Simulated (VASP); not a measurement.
# Sb (Fm-3m) in VASP: further runs, part 2 of 2

VASP 6.6.1. The steps go on from the part before.

### Step 4. Single point, PBE (one atom moved)

INCAR reads:

```
SYSTEM = Sb
ALGO = Normal
EDIFF = 1E-6
ENCUT = 500
GGA = PE
GGA_COMPAT = .FALSE.
ISIF = 2
ISMEAR = 0
LASPH = .TRUE.
LCHARG = .FALSE.
LREAL = .FALSE.
LWAVE = .FALSE.
NBANDS = 8
NELM = 120
PREC = Accurate
SIGMA = 0.1
```

KPOINTS reads:

```
k-points
0
G
  14 14 14
  0 0 0
```

POSCAR reads:

```
Sb
1.0
    0.0000000000      2.3712425216      2.3712425216
    2.3712425216      0.0000000000      2.3712425216
    2.3712425216      2.3712425216      0.0000000000
Sb
1
Direct
   -0.0057121951     -0.0010437566      0.0156985208
```

Potentials or basis: VASP PAW PBE potentials, release 64 (Sb).

Launch:

```bash
> cat potpaw_PBE.64/Sb/POTCAR > POTCAR
> mpirun -np 1 vasp_std > vasp.out
```

OUTCAR:

```text
SYSTEM = Sb
   EDIFF = 1E-6
   ENCUT = 500
   GGA = PE
   ISIF = 2
   ISMEAR = 0
   LASPH = .TRUE.
   LREAL = .FALSE.
   NELM = 120
   PREC = Accurate

 ion  position               nearest neighbor table
   1  0.994  0.999  0.016-

  LATTYP: Found a face centered cubic cell.
 ALAT       =     4.7424850432

  Lattice vectors:

 A1 = (   0.0000000000,   2.3712425216,   2.3712425216)
 A2 = (   2.3712425216,   0.0000000000,   2.3712425216)
 A3 = (   2.3712425216,   2.3712425216,   0.0000000000)

Analysis of symmetry for initial positions (statically):
=====================================================================
 Subroutine PRICEL returns:
 Original cell was already a primitive cell.

 Routine SETGRP: Setting up the symmetry group for a
 face centered cubic supercell.

 Subroutine GETGRP returns: Found 48 space group operations
 (whereof  1 operations were pure point group operations)
 out of a pool of 48 trial point group operations.

The static configuration has the point symmetry C_1 .
 The point group associated with its full space group is O_h .

Analysis of symmetry for dynamics (positions and initial velocities):
=====================================================================
 Subroutine PRICEL returns:
 Original cell was already a primitive cell.

 Routine SETGRP: Setting up the symmetry group for a
 face centered cubic supercell.

 Subroutine GETGRP returns: Found 48 space group operations
 (whereof  1 operations were pure point group operations)
 out of a pool of 48 trial point group operations.

The dynamic configuration has the point symmetry C_1 .
 The point group associated with its full space group is O_h .

 Subroutine INISYM returns: Found 48 space group operations
 (whereof  1 operations are pure point group operations),
 and found     1 'primitive' translations

----------------------------------------------------------------------------------------

                                     Primitive cell

[... 104 lines left out ...]
   EFERMI_NEDOS =   21; number of points for ismear=-14 and -15
   IALGO  =     38    algorithm
   IMIX   =      4    mixing-type and parameters
     AMIX     =   0.40;   BMIX     =  1.00
     AMIX_MAG =   1.60;   BMIX_MAG =  1.00
  volume/ion in A,a.u.               =      26.67       179.95
  Fermi-wavevector in a.u.,A,eV,Ry     =   0.937013  1.770697 11.945820  0.877993
  Thomas-Fermi vector in A             =   2.064081
   LORBIT       =      0    0 simple, 1 ext, 2 COOP (PROOUT), +10 PAW based schemes
   GGA     = PE    functional components
   LHFCALC =     F    Hartree Fock is set to
   AEXX    =    0.0000 exact exchange contribution
   IVDW    =     0    specifies the selected vdW correction
   LEPSILON=     F    determine dielectric tensor
   LRPA    =     F    only Hartree local field effects (RPA)
 non-spin polarized calculation
 Gauss-broadening in eV      SIGMA  =   0.10
  energy-cutoff  :      500.00
  volume of cell :       26.67
 maximum number of plane-waves:       700
   NGX = 13   NGY = 13   NGZ = 13

 number of electron       5.0000000 magnetization

 Free energy of the ion-electron system (eV)
  ---------------------------------------------------
  ext. energy  EPLUGINS =         0.00000000
  ---------------------------------------------------
  free energy    TOTEN  =        -3.81256742 eV

  energy without entropy =       -3.80674232  energy(sigma->0) =       -3.80965487

 E-fermi :   8.7033     XC(G=0): -10.2770

 val. band max:        8.6340669383   @ k =  -0.2857   0.2143   0.0714
 cond. band min:       8.7062057126   @ k =  -0.4286   0.3571   0.1429
 fundamental gap:      0.0721387744
 Fermi energy:         8.7032842078

 k-point     1 :       0.0000    0.0000    0.0000
  band No.  band energies     occupation
      1      -4.3501      2.00000
      2      14.0437      0.00000
      3      14.0437      0.00000
      4      14.0437      0.00000
      5      18.6370      0.00000
      6      18.6370      0.00000
      7      18.6370      0.00000
      8      18.8951      0.00000
[... 243 lines left out ...]
 k-point    24 :       0.2857    0.1429    0.0000
  band No.  band energies     occupation
      1      -2.8713      2.00000
      2       8.3893      1.99999
      3      11.4848      0.00000
      4      11.8073      0.00000
      5      15.9333      0.00000
      6      17.5310      0.00000
      7      20.7567      0.00000
      8      21.1221      0.00000

 [... further k-points ...]
[... 5 lines left out ...]
  --------------------------------------------------------------------------------------
  -------------------------------------------------------------------------------------
  Total        0.2815187      0.2815187      0.2815187      0.0000000      0.0000000      0.0000000
  in kB       16.9145278     16.9145278     16.9145278      0.0000000      0.0000000      0.0000000
  external PRESSURE =      16.9145278 kB  Pullay stress =       0.0000000 kB

 VOLUME and BASIS-vectors are now :
 -----------------------------------------------------------------------------
  energy-cutoff  :      500.00
  volume of cell :       26.67
      direct lattice vectors                 reciprocal lattice vectors
     0.000000000  2.371242522  2.371242522    -0.210859916  0.210859916  0.210859916
     2.371242522  0.000000000  2.371242522     0.210859916 -0.210859916  0.210859916
     2.371242522  2.371242522  0.000000000     0.210859916  0.210859916 -0.210859916

 POSITION                                       TOTAL-FORCE (eV/Angst)
 -----------------------------------------------------------------------------------
      2.40599      2.39492      4.72647        -0.000000      0.000000     -0.000000
 -----------------------------------------------------------------------------------
    total drift:                               -0.000000     -0.000000     -0.000000

  FREE ENERGIE OF THE ION-ELECTRON SYSTEM (eV)
  ---------------------------------------------------
  free  energy   TOTEN  =        -3.8125674221 eV

  energy  without entropy=       -3.8067423211  energy(sigma->0) =       -3.80965487
```

OSZICAR:

```text
N       E                     dE             d eps       ncg     rms          rms(c)
DAV:   1     0.503011235637E+01    0.50301E+01   -0.15640E+03  1680   0.383E+02
DAV:   2    -0.371252555884E+01   -0.87426E+01   -0.83794E+01  2232   0.513E+01
DAV:   3    -0.381731618114E+01   -0.10479E+00   -0.10322E+00  2120   0.620E+00
DAV:   4    -0.381755220157E+01   -0.23602E-03   -0.23602E-03  2560   0.358E-01
DAV:   5    -0.381755267079E+01   -0.46922E-06   -0.46862E-06  2176   0.105E-02    0.172E+00
DAV:   6    -0.381430637681E+01    0.32463E-02   -0.18675E-03  2040   0.228E-01    0.981E-01
DAV:   7    -0.381255720545E+01    0.17492E-02   -0.39415E-03  1888   0.332E-01    0.542E-02
DAV:   8    -0.381256725504E+01   -0.10050E-04   -0.49287E-05  2360   0.552E-02    0.575E-03
DAV:   9    -0.381256742209E+01   -0.16706E-06   -0.65126E-07  2336   0.633E-03
   1 F= -.38125674E+01 E0= -.38096549E+01  d E =-.582510E-02
```

stdout:

```text
POSCAR found type information on POSCAR Sb
 POSCAR found :  1 types and       1 ions
 scaLAPACK will be used
 LDA part: xc-table for (Slater+PW92), standard interpolation
 POSCAR, INCAR and KPOINTS ok, starting setup
 FFT: planning ... GRIDC
 FFT: planning ... GRID_SOFT
 FFT: planning ... GRID
 WAVECAR not read
 entering main loop
```

Wall time 4.3 s (1 thread of Intel Xeon 6975P-C (Granite Rapids), shared host); peak memory 0.14 GiB.

Results:

- Free energy: -3.8126 eV
- Pressure: 1.7 GPa

Levels at points of the mesh, in eV from the Fermi level:
```tsv
k point	band 1	band 2	band 3	band 4	band 5
(0.00, 0.00, 0.00)	-13.05	5.34	5.34	5.34	9.93
(0.50, 0.00, 0.00)	-9.25	-5.93	3.63	3.63	8.18
(0.50, 0.50, 0.00)	-7.59	-5.03	0.33	0.33	4.10
```

Caveat: the cell differs from its parent crystal (one atom moved); spin-orbit coupling is left out, which moves the levels of the heavy elements.
